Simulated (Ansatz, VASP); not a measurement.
## One calculation of SnSe, two programs

Contents of POSCAR:

```
SnSe
1.0
    0.0000000000      3.0021131537      3.0021131537
    3.0021131537      0.0000000000      3.0021131537
    3.0021131537      3.0021131537      0.0000000000
Sn Se
1 1
Direct
    0.0000000000      0.0000000000      0.0000000000
    0.5000000000      0.5000000000      0.5000000000
```

File INCAR.step1:

```
SYSTEM = SnSe
PREC = Accurate
ENCUT = 400
EDIFF = 1E-5
ISMEAR = -1
SIGMA = 0.02
LREAL = .FALSE.
LASPH = .TRUE.
NELM = 120
ALGO = Normal
ISIF = 2
LWAVE = .TRUE.
LCHARG = .FALSE.
NBANDS = 17
GGA = PE
GGA_COMPAT = .FALSE.
```

Contents of INCAR.step2:

```
SYSTEM = SnSe
PREC = Accurate
ENCUT = 400
EDIFF = 1E-6
ISMEAR = -1
SIGMA = 0.02
LREAL = .FALSE.
LASPH = .TRUE.
NELM = 120
ALGO = Normal
ISIF = 2
LWAVE = .FALSE.
LCHARG = .FALSE.
GGA = PE
LHFCALC = .TRUE.
HFSCREEN = 0.2079
PRECFOCK = Normal
NBANDS = 17
ISTART = 1
GGA_COMPAT = .FALSE.
```

File KPOINTS:

```
regular mesh
0
G
  6 6 6
  0 0 0
```

Input for Ansatz:

```yaml
crystal:
  lattice:
    - [0.0, 3.0021131537, 3.0021131537]
    - [3.0021131537, 0.0, 3.0021131537]
    - [3.0021131537, 3.0021131537, 0.0]
  atoms:
    - { symbol: Sn, position: [0.0, 0.0, 0.0] }
    - { symbol: Se, position: [0.5, 0.5, 0.5] }
kpoints:
  mp_grid: { grid: [6, 6, 6] }
  band_path:
    path:
      - [0.0, 0.0, 0.0]
      - [0.5, 0.0, 0.5]
      - [0.625, 0.25, 0.625]
      - [0.375, 0.375, 0.75]
      - [0.5, 0.5, 0.5]
      - [0.5, 0.25, 0.75]
      - [0.5, 0.475, 0.525]
      - [-0.052246, -0.051758, 0.484131]
      - [-0.057292, -0.041911, 0.479818]
    npoints: 1
hamiltonian:
  xc: hse06
scf:
  occupations: { method: fermi_dirac, width: 0.02 }
  n_extra_bands: 4
output:
  forces: true
  stress: true
  eigenvalues: true
  write_density: true
  write_potential: true
  elf: true
  volumetric_format: npy
```

Alike in both runs: task single point; functional HSE06; k mesh 6 × 6 × 6; occupations fermi-dirac, width 0.02 eV; no spin polarisation.

|  | VASP | Ansatz |
| --- | --- | --- |
| version | VASP 6.6.1 | Ansatz 0.2.0 |
| potentials or method | VASP PAW PBE potentials, release 64 (Sn_d, Se) | plane waves, PAW |
| plane-wave cutoff (eV) | 400 | 420 |
| valence electrons in the cell | 20 | 30 |

VASP gave:

- pressure (GPa): -0.3

Estimate Ansatz's values.

pressure (GPa): -0.2.

With one functional, cell and mesh, what is left measures potentials, basis and numerics. VASP's potentials hold 20 valence electrons a cell and Ansatz's 30, so a difference there can come from the potentials and not from the codes. Ansatz's warnings: stress exchange threshold loose, stress scf threshold loose.
